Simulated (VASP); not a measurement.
# Zn2CdS3 (P3m1) in VASP: a series of runs

The runs below take Zn2CdS3 through single point, relaxation of cell and atoms, with PBE.

Everything below comes from runs of VASP 6.6.1. Logs are shortened: lines on timing, memory, paths and dates and some standing lists are left out, and cuts for length are marked.

### Step 1. The cell of the first run

Symmetry: P3m1, No. 156, trigonal system. Conventional cell: a = 3.951 Å, b = 3.951 Å, c = 9.775 Å, α = 90.00°, β = 90.00°, γ = 120.00°. Within 3.1 Å of Zn (site symmetry 3m) lie 4 S at 2.35 to 2.40 Å. Within 3.1 Å of Zn (site symmetry 3m) lie 4 S at 2.35 to 2.40 Å. Within 3.3 Å of Cd (site symmetry 3m) lie 4 S at 2.51 to 2.55 Å. S (site symmetry 3m) has 4 Zn at 2.35 to 2.40 Å within 3.1 Å. Within 3.1 Å of S (site symmetry 3m) lie 1 Zn at 2.35 Å and 3 Cd at 2.51 Å. S (site symmetry 3m) has 3 Zn at 2.40 Å and 1 Cd at 2.55 Å within 3.2 Å.

### Step 2. Single point, PBE

INCAR reads:

```
PREC = Accurate ; ENCUT = 520
EDIFF = 1E-6 ; ISMEAR = 0
SIGMA = 0.02 ; LREAL = F
LASPH = T ; NELM = 100
ALGO = Normal ; ISIF = 2
LWAVE = F ; LCHARG = T
GGA = PE ; LELF = T
LVHAR = T ; NBANDS = 36
```

KPOINTS reads:

```
regular mesh
0
Gamma
  12 12 4
```

POSCAR reads:

```
Zn2CdS3
1.0
    3.9507636835     -0.0000000289      0.0000000000
   -1.9753818168      3.4214617287      0.0000000000
    0.0000000000      0.0000000000      9.7749151000
Zn Cd S
2 1 3
Direct
    0.3333333333      0.6666666667      0.9915450000
    0.6666666667      0.3333333333      0.6754090000
    0.0000000000      0.0000000000      0.3288580000
    0.3333333333      0.6666666667      0.7507530000
    0.6666666667      0.3333333333      0.4354840000
    0.0000000000      0.0000000000      0.0679500000
```

Potentials or basis: VASP PAW PBE potentials, release 64 (Zn, Cd, S).

Started as:

```bash
$ cat potpaw_PBE.64/Zn/POTCAR potpaw_PBE.64/Cd/POTCAR potpaw_PBE.64/S/POTCAR > POTCAR
$ mpirun -np 1 vasp_std > vasp.out
```

OUTCAR:

```text
PREC = Accurate
   ENCUT = 520
   EDIFF = 1E-6
   ISMEAR = 0
   LREAL = F
   LASPH = T
   NELM = 100
   ISIF = 2
   GGA = PE

 ion  position               nearest neighbor table
   1  0.333  0.667  0.992-   4 2.35   6 2.40   6 2.40   6 2.40
   2  0.667  0.333  0.675-   5 2.35   4 2.40   4 2.40   4 2.40
   3  0.000  0.000  0.329-   5 2.51   5 2.51   5 2.51   6 2.55
   4  0.333  0.667  0.751-   1 2.35   2 2.40   2 2.40   2 2.40
   5  0.667  0.333  0.435-   2 2.35   3 2.51   3 2.51   3 2.51
   6  0.000  0.000  0.068-   1 2.40   1 2.40   1 2.40   3 2.55

  LATTYP: Found a hexagonal cell.
 ALAT       =     3.9507636835
 C/A-ratio  =     2.4741836979

  Lattice vectors:

 A1 = (   3.9507636835,  -0.0000000289,   0.0000000000)
 A2 = (  -1.9753818168,   3.4214617287,   0.0000000000)
 A3 = (   0.0000000000,   0.0000000000,   9.7749151000)

Analysis of symmetry for initial positions (statically):
=====================================================================
 Subroutine PRICEL returns:
 Original cell was already a primitive cell.

 Routine SETGRP: Setting up the symmetry group for a
 hexagonal supercell.

 Subroutine GETGRP returns: Found  6 space group operations
 (whereof  6 operations were pure point group operations)
 out of a pool of 24 trial point group operations.

The static configuration has the point symmetry C_3v.

Analysis of symmetry for dynamics (positions and initial velocities):
=====================================================================
 Subroutine PRICEL returns:
 Original cell was already a primitive cell.

 Routine SETGRP: Setting up the symmetry group for a
 hexagonal supercell.

 Subroutine GETGRP returns: Found  6 space group operations
 (whereof  6 operations were pure point group operations)
 out of a pool of 24 trial point group operations.

The dynamic configuration has the point symmetry C_3v.

 Subroutine INISYM returns: Found  6 space group operations
 (whereof  6 operations are pure point group operations),
 and found     1 'primitive' translations

----------------------------------------------------------------------------------------

                                     Primitive cell

  volume of cell :     132.1313

  direct lattice vectors                    reciprocal lattice vectors
     3.950763683 -0.000000029  0.000000000     0.253115621  0.146136370  0.000000000
    -1.975381817  3.421461729  0.000000000     0.000000002  0.292272743  0.000000000
     0.000000000  0.000000000  9.774915100     0.000000000  0.000000000  0.102302679

  length of vectors
     3.950763683  3.950763684  9.774915100     0.292272743  0.292272743  0.102302679

  position of ions in fractional coordinates (direct lattice)
     0.333333333  0.666666667  0.991545000
     0.666666667  0.333333333  0.675409000
     0.000000000  0.000000000  0.328858000
     0.333333333  0.666666667  0.750753000
     0.666666667  0.333333333  0.435484000
     0.000000000  0.000000000  0.067950000

  ion indices of the primitive-cell ions
   primitive index   ion index
                 1           1
                 2           2
                 3           3
                 4           4
                 5           5
                 6           6

----------------------------------------------------------------------------------------

 KPOINTS: regular mesh

Automatic generation of k-mesh.
 Grid dimensions read from file:
 generate k-points for:   12   12    4

 Generating k-lattice:

  Cartesian coordinates                     Fractional coordinates (reciprocal lattice)
     0.021092968  0.012178031  0.000000000     0.083333333  0.000000000  0.000000000
     0.000000000  0.024356062  0.000000000     0.000000000  0.083333333  0.000000000
     0.000000000  0.000000000  0.025575670     0.000000000  0.000000000  0.250000000

  Length of vectors
     0.024356062  0.024356062  0.025575670

  Shift w.r.t. Gamma in fractional coordinates (k-lattice)
     0.000000000  0.000000000  0.000000000

 Subroutine IBZKPT returns following result:
 ===========================================

 Found     69 irreducible k-points:

 Following reciprocal coordinates:
            Coordinates               Weight
  0.000000  0.000000  0.000000      1.000000
  0.083333  0.000000  0.000000      6.000000
  0.166667  0.000000  0.000000      6.000000
  0.250000  0.000000  0.000000      6.000000
  0.333333  0.000000  0.000000      6.000000
  0.416667  0.000000  0.000000      6.000000
[... 16 lines left out ...]
  0.166667  0.000000  0.250000      6.000000
 -0.000000  0.166667  0.250000      6.000000
 [... further k-points ...]
   k-points           NKPTS =     69   k-points in BZ     NKDIM =     69   number of bands    NBANDS=     36
   number of dos      NEDOS =    301   number of ions     NIONS =      6
   total plane-waves  NPLWV =  72000
   dimension x,y,z NGX =    30 NGY =   30 NGZ =   80
   dimension x,y,z NGXF=    60 NGYF=   60 NGZF=  160
   ions per type =               2   1   3
   NGX,Y,Z   is equivalent  to a cutoff of  12.62, 12.62, 13.61 a.u.
   NGXF,Y,Z  is equivalent  to a cutoff of  25.25, 25.25, 27.21 a.u.
 SYSTEM =  unknown system
   PREC   = accura    normal or accurate (medium, high low for compatibility)
   ISTART =      0    job   : 0-new  1-cont  2-samecut
   ICHARG =      2    charge: 1-file 2-atom 10-const
   ISPIN  =      1    spin polarized calculation?
   LNONCOLLINEAR =      F non collinear calculations
   LSORBIT =      F    spin-orbit coupling
   LASPH  =      T    aspherical Exc in radial PAW
   ENCUT  =  520.0 eV  38.22 Ry    6.18 a.u.   7.35  7.35 18.17*2*pi/ulx,y,z
   NELM   =    100;   NELMIN=  2; NELMDL= -5     # of ELM steps
   EDIFF  = 0.1E-05   stopping-criterion for ELM
   LREAL  =      F    real-space projection
[... 7 lines left out ...]
   TEBEG  =    0.0;   TEEND  =   0.0 temperature during run
   PSTRESS=    0.0 pullay stress
   NELECT =      54.0000    total number of electrons
   NUPDOWN=      -1.0000    fix difference up-down
   EMIN   =  10.00;   EMAX   =-10.00  energy-range for DOS
   EFERMI =   0.00;   METHOD = LEGACY
   ISMEAR =     0;   SIGMA  =   0.02  broadening in eV -4-tet -1-fermi 0-gaus
   EFERMI_NEDOS =   21; number of points for ismear=-14 and -15
   IALGO  =     38    algorithm
   IMIX   =      4    mixing-type and parameters
     AMIX     =   0.40;   BMIX     =  1.00
     AMIX_MAG =   1.60;   BMIX_MAG =  1.00
  volume/ion in A,a.u.               =      22.02       148.61
  Fermi-wavevector in a.u.,A,eV,Ry     =   1.214892  2.295812 20.081675  1.475961
  Thomas-Fermi vector in A             =   2.350296
   LORBIT       =      0    0 simple, 1 ext, 2 COOP (PROOUT), +10 PAW based schemes
   GGA     = PE    functional components
   LHFCALC =     F    Hartree Fock is set to
   AEXX    =    0.0000 exact exchange contribution
   IVDW    =     0    specifies the selected vdW correction
   LEPSILON=     F    determine dielectric tensor
   LRPA    =     F    only Hartree local field effects (RPA)
 non-spin polarized calculation
 Gauss-broadening in eV      SIGMA  =   0.02
  energy-cutoff  :      520.00
  volume of cell :      132.13
 maximum number of plane-waves:      3607
 NGX is ok and might be reduce to    30
   NGX = 15   NGY = 15   NGZ = 37

 number of electron      53.9999965 magnetization

 Free energy of the ion-electron system (eV)
  ---------------------------------------------------
  ext. energy  EPLUGINS =         0.00000000
  ---------------------------------------------------
  free energy    TOTEN  =       -19.68686071 eV

  energy without entropy =      -19.68686071  energy(sigma->0) =      -19.68686071

 E-fermi :   1.8044     XC(G=0):  -9.3290

 val. band max:        1.6800732680   @ k =   0.0000   0.0000   0.0000
 cond. band min:       3.0910317397   @ k =   0.0000   0.0000   0.0000
 fundamental gap:      1.4109584717
 Fermi energy:         1.8044111041

 k-point     1 :       0.0000    0.0000    0.0000
  band No.  band energies     occupation
      1     -11.1447      2.00000
      2     -10.6592      2.00000
      3     -10.4625      2.00000
      4      -6.0318      2.00000
      5      -6.0318      2.00000
      6      -5.9065      2.00000
[... 28 lines left out ...]
     35       8.3387      0.00000
     36       8.6992      0.00000

 k-point     2 :       0.0833    0.0000    0.0000
  band No.  band energies     occupation
      1     -11.1063      2.00000
      2     -10.6327      2.00000
      3     -10.4417      2.00000
      4      -6.0186      2.00000
      5      -6.0171      2.00000
      6      -5.8943      2.00000
[... 28 lines left out ...]
     35       8.5147      0.00000
     36       8.6028      0.00000

 k-point     3 :       0.1667    0.0000    0.0000
  band No.  band energies     occupation
      1     -10.9972      2.00000
      2     -10.5594      2.00000
      3     -10.3855      2.00000
      4      -5.9844      2.00000
      5      -5.9744      2.00000
      6      -5.8584      2.00000
[... 28 lines left out ...]
     35       8.4201      0.00000
     36       8.7436      0.00000

 k-point     4 :       0.2500    0.0000    0.0000
  band No.  band energies     occupation
      1     -10.8353      2.00000
      2     -10.4587      2.00000
      3     -10.3108      2.00000
      4      -5.9427      2.00000
      5      -5.9195      2.00000
      6      -5.7948      2.00000
[... 28 lines left out ...]
     35       8.7716      0.00000
     36       8.8013      0.00000

 k-point     5 :       0.3333    0.0000    0.0000
  band No.  band energies     occupation
      1     -10.6509      2.00000
      2     -10.3629      2.00000
      3     -10.2393      2.00000
      4      -5.9095      2.00000
      5      -5.8858      2.00000
      6      -5.7182      2.00000
[... 655 lines left out ...]
 k-point    22 :      -0.0000    0.0833    0.2500
  band No.  band energies     occupation
      1     -11.0784      2.00000
      2     -10.7204      2.00000
      3     -10.3810      2.00000
      4      -6.0186      2.00000
      5      -6.0171      2.00000
      6      -5.8888      2.00000
[... 28 lines left out ...]
     35       8.4158      0.00000
     36       8.4662      0.00000

 k-point    23 :       0.1667    0.0000    0.2500
  band No.  band energies     occupation
      1     -10.9723      2.00000
      2     -10.6368      2.00000
      3     -10.3327      2.00000
      4      -5.9844      2.00000
      5      -5.9754      2.00000
      6      -5.8542      2.00000
[... 28 lines left out ...]
     35       8.3999      0.00000
     36       9.0319      0.00000

 k-point    24 :      -0.0000    0.1667    0.2500
  band No.  band energies     occupation
      1     -10.9703      2.00000
      2     -10.6420      2.00000
      3     -10.3293      2.00000
      4      -5.9843      2.00000
      5      -5.9739      2.00000
      6      -5.8549      2.00000
[... 28 lines left out ...]
     35       8.5825      0.00000
     36       8.9070      0.00000

 [... further k-points ...]
[... 5 lines left out ...]
  --------------------------------------------------------------------------------------
  -------------------------------------------------------------------------------------
  Total        0.1740666      0.1740666      0.1913427     -0.0000000      0.0000000      0.0000000
  in kB        2.1106699      2.1106699      2.3201541     -0.0000000      0.0000000      0.0000000
  external PRESSURE =       2.1804980 kB  Pullay stress =       0.0000000 kB

 VOLUME and BASIS-vectors are now :
 -----------------------------------------------------------------------------
  energy-cutoff  :      520.00
  volume of cell :      132.13
      direct lattice vectors                 reciprocal lattice vectors
     3.950763683 -0.000000029  0.000000000     0.253115621  0.146136370  0.000000000
    -1.975381817  3.421461729  0.000000000     0.000000002  0.292272743  0.000000000
     0.000000000  0.000000000  9.774915100     0.000000000  0.000000000  0.102302679

 POSITION                                       TOTAL-FORCE (eV/Angst)
 -----------------------------------------------------------------------------------
      0.00000      2.28097      9.69227        -0.000000     -0.000000      0.004480
      1.97538      1.14049      6.60207        -0.000000     -0.000000      0.000182
      0.00000      0.00000      3.21456        -0.000000     -0.000000     -0.018115
      0.00000      2.28097      7.33855         0.000000      0.000000     -0.004273
      1.97538      1.14049      4.25682        -0.000000      0.000000      0.033041
      0.00000      0.00000      0.66421         0.000000      0.000000     -0.015315
 -----------------------------------------------------------------------------------
    total drift:                                0.000000      0.000002     -0.001276

  FREE ENERGIE OF THE ION-ELECTRON SYSTEM (eV)
  ---------------------------------------------------
  free  energy   TOTEN  =       -19.6868607149 eV

  energy  without entropy=      -19.6868607149  energy(sigma->0) =      -19.68686071
```

Wall time 3.6 min (1 thread of Intel Xeon 6975P-C (Granite Rapids), shared host); peak memory 0.45 GiB.

What came out:

| Quantity | Value |
| --- | --- |
| Free energy | -19.6869 eV |
| Pressure | 0.2 GPa |
| Largest force | 0.033 eV/Å |
| Band gap on the k mesh | 1.41 eV |

Forces on the atoms (eV/Å):
```
Zn   0.000  0.000  0.004
Zn   0.000  0.000  0.000
Cd   0.000  0.000 -0.018
S    0.000  0.000 -0.004
S    0.000  0.000  0.033
S    0.000  0.000 -0.015
```

### Step 3. Relaxation of cell and atoms, PBE

INCAR reads:

```
SYSTEM = Zn2CdS3
  ALGO = Normal
  EDIFF = 1E-6
  EDIFFG = -0.01
  ENCUT = 600
  GGA = PE
  IBRION = 2
  ISIF = 3
  ISMEAR = 0
  LASPH = .True.
  LCHARG = .False.
  LREAL = .False.
  LWAVE = .False.
  NELM = 100
  NSW = 100
  PREC = Accurate
  SIGMA = 0.02
```

KPOINTS reads:

```
k-points
0
Gamma
  12 12 4
  0 0 0
```

POSCAR reads:

```
Zn2CdS3
1.0
    3.9507637000      0.0000000000      0.0000000000
   -1.9753818000      3.4214617000      0.0000000000
    0.0000000000      0.0000000000      9.7749151000
Zn Cd S
2 1 3
Direct
    0.3333333000      0.6666667000      0.9915450000
    0.6666667000      0.3333333000      0.6754090000
    0.0000000000      0.0000000000      0.3288580000
    0.3333333000      0.6666667000      0.7507530000
    0.6666667000      0.3333333000      0.4354840000
    0.0000000000      0.0000000000      0.0679500000
```

Potentials or basis: VASP PAW PBE potentials, release 64 (Zn, Cd, S).

Started as:

```bash
$ cat potpaw_PBE.64/Zn/POTCAR potpaw_PBE.64/Cd/POTCAR potpaw_PBE.64/S/POTCAR > POTCAR
$ mpirun -np 1 vasp_std > vasp.out
```

It took 12 min on 1 thread of Oxide Virtual Turin-like, shared host; peak memory 0.49 GiB.

The run converged. Its results:

| Item | Value |
| --- | --- |
| Free energy | -19.6870 eV |
| Relaxed volume | 22.11 Å³/atom |
| Relaxed cell | a = 3.956 Å, b = 3.956 Å, c = 9.789 Å, α = 90.00°, β = 90.00°, γ = 120.00° |
| Space group after relaxing (to 0.1 Å) | P3m1 (No. 156) |
| Energy gained by relaxing | 0.0 meV/atom |
| Ionic steps | 2 |
| Pressure after relaxing | -0.1 GPa |
| Largest force after relaxing | 0.008 eV/Å |
| Band gap on the k mesh | 1.40 eV |

Forces on the atoms (eV/Å):
```
Zn   0.000  0.000 -0.006
Zn   0.000  0.000  0.001
Cd   0.000  0.000 -0.002
S    0.000  0.000  0.006
S    0.000  0.000  0.008
S    0.000  0.000 -0.007
```

Step by step:
| step | energy change (eV) | largest force (eV/Å) | pressure (GPa) | volume (Å³) |
| --- | --- | --- | --- | --- |
| 1 | 0.0000 | 0.0331 | 0.21 | 132.13 |
| 2 | -0.0003 | 0.0081 | -0.07 | 132.68 |

Final structure:
```
CELL_PARAMETERS angstrom
3.95598 0.00000 0.00000
-1.97799 3.42598 0.00000
0.00000 0.00000 9.78931
ATOMIC_POSITIONS crystal
Zn 0.33333 0.66667 0.99157
Zn 0.66667 0.33333 0.67541
Cd 0.00000 0.00000 0.32877
S 0.33333 0.66667 0.75073
S 0.66667 0.33333 0.43565
S 0.00000 0.00000 0.06787
```

Levels at points of the mesh, in eV from the valence-band top:
```csv
k point,band 24,band 25,band 26,band 27,band 28,band 29,band 30,band 31
"(0.00, 0.00, 0.00)",-0.65,-0.20,0.00,0.00,1.40,2.81,3.39,5.99
"(0.50, 0.00, 0.00)",-1.86,-1.72,-1.38,-0.93,3.28,3.81,3.88,4.15
"(0.00, 0.00, 0.50)",-0.50,-0.50,-0.08,-0.08,2.45,2.61,3.14,5.63
"(0.50, 0.00, 0.50)",-2.03,-1.67,-0.95,-0.76,2.94,3.66,4.18,4.66
```

A k mesh can miss the band edges.
